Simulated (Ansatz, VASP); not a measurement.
## Two plane-wave programs on Ni

INCAR

```
PREC     = Accurate       # precision mode
ENCUT    = 520            # plane-wave cutoff, eV
EDIFF    = 1E-7           # SCF threshold, eV
ISMEAR   = 0              # smearing method
SIGMA    = 0.6            # smearing width, eV
LREAL    = False          # projectors in reciprocal space
LASPH    = True           # aspherical terms in the spheres
NELM     = 150            # most SCF steps
ALGO     = Normal         # electronic algorithm
ISIF     = 2              # what is computed and relaxed
LWAVE    = False          # write WAVECAR
LCHARG   = False          # write CHGCAR
ISPIN    = 2              # spin polarisation
MAGMOM   = 0.672          # initial moments
LORBIT   = 11             # projections on sites
LMAXMIX  = 4              # l up to which the mixer works
GGA      = PE             # functional
NBANDS   = 15             # bands
```

KPOINTS

```
Automatic mesh
0
Gamma
  15 15 15
```

The input POSCAR:

```
Ni
1.0
    0.0000000000      1.7596893266      1.7596893266
    1.7596893266      0.0000000000      1.7596893266
    1.7596893266      1.7596893266      0.0000000000
Ni
1
Direct
    0.0000000000      0.0000000000      0.0000000000
```

Input for Ansatz:

```yaml
crystal:
  lattice:
    - [0.0, 1.7596893266, 1.7596893266]
    - [1.7596893266, 0.0, 1.7596893266]
    - [1.7596893266, 1.7596893266, 0.0]
  atoms:
    - { symbol: Ni, position: [0.0, 0.0, 0.0], spin: 0.672 }
hamiltonian:
  xc: pbe
  pseudopotentials:
    kind: paw
    azcp:
      Ni: "pseudopotentials/Ni.paw.azcp"
basis:
  ecutwfc: 420
  fft_grid_basis: typed
kpoints:
  mp_grid: { grid: [15, 15, 15], shift: [0, 0, 0] }
magnetization:
  spin_polarized: true
scf:
  occupations: { method: gaussian, width: 0.6 }
  lower_state_search: "off"
output:
  stress: true
```

Alike in both runs: task single point; functional PBE; k mesh 15 × 15 × 15; occupations gaussian, width 0.6 eV; collinear spin.

```csv
,VASP,Ansatz
version,VASP 6.6.1,Ansatz 0.2.0
potentials or method,"VASP PAW PBE potentials, release 64 (Ni), cutoff 520 eV","plane waves (420 eV) with PAW, scalar-relativistic"
valence electrons in the cell,10,18
```

|  | VASP | Ansatz | Ansatz less VASP |
| --- | --- | --- | --- |
| pressure (GPa) | 1.0 | 1.1 | +0.10 |
| net moment per atom (μB) | 0.22 | 0.29 | +0.069 |
| size of the moment on the site where the two differ most (μB) | 0.23 | 0.31 | +0.082 |

Site moments also hang on the region over which each program counts them. VASP's potentials hold 10 valence electrons a cell and Ansatz's 18, so a difference there can come from the potentials and not from the codes.
